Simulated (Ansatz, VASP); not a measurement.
## Pd: VASP beside Ansatz

File INCAR:

```
SYSTEM = Pd
ALGO = Normal
EDIFF = 1E-7
EDIFFG = -0.002
ENCUT = 600
IBRION = 2
ISIF = 3
ISMEAR = 0
LASPH = .True.
LCHARG = .False.
LREAL = .False.
LWAVE = .False.
NELM = 100
NSW = 100
PREC = Accurate
SIGMA = 0.1
```

Contents of KPOINTS:

```
k-points
0
Gamma
  18 18 18
  0 0 0
```

The input POSCAR:

```
Pd
1.0
    0.0000000000      1.9225837208      1.9225837208
    1.9225837208      0.0000000000      1.9225837208
    1.9225837208      1.9225837208      0.0000000000
Pd
1
Direct
    0.0000000000      0.0000000000      0.0000000000
```

Input for Ansatz:

```yaml
crystal:
  lattice:
    - [0.0, 1.9225837208, 1.9225837208]
    - [1.9225837208, 0.0, 1.9225837208]
    - [1.9225837208, 1.9225837208, 0.0]
  atoms:
    - { symbol: Pd, position: [0.0, 0.0, 0.0] }
basis:
  ecutwfc: 420
kpoints:
  mp_grid: { grid: [18, 18, 18] }
hamiltonian:
  xc: lda
  pseudopotentials: { kind: paw, azcp: { folder: soft_1 } }
scf:
  occupations: { method: gaussian, width: 0.1 }
output:
  forces: true
  stress: true
  eigenvalues: true
relax:
  adjacent_minimum: "off"
  f_tol: 0.002
  max_steps: 80
  cell: { stress_tol: 0.02 }
```

Alike in both runs: task relaxation of cell and atoms; functional LDA; k mesh 18 × 18 × 18; occupations gaussian, width 0.1 eV; no spin polarisation.

```csv
,VASP,Ansatz
version,VASP 6.6.1,Ansatz 0.2.0
potentials or method,"VASP PAW LDA potentials, release 64 (Pd), cutoff 600 eV","scalar-relativistic, plane waves, PAW"
valence electrons in the cell,10,18
```

VASP gave:

| Quantity | Value |
| --- | --- |
| gap on the k mesh at the Fermi level, each at its own relaxed structure (eV) | none |
| relaxed volume (Å³/atom) | 14.16 |
| relaxed cell length with the largest relative difference (Å) | 2.716 |

**Question.** What did Ansatz give for the same quantities?

**Answer.** gap on the k mesh at the Fermi level, each at its own relaxed structure (eV): none; relaxed volume (Å³/atom): 14.14; relaxed cell length with the largest relative difference (Å): 2.714.

Ansatz warns that its potentials were made for another functional, while VASP's fit it. LDA's correlation is that of Perdew and Zunger in VASP and of Perdew and Wang (1992) in Ansatz. A gap of «none» marks a metal or a gap that the smearing closes. VASP's potentials hold 10 valence electrons a cell and Ansatz's 18, so a difference there can come from the potentials and not from the codes.
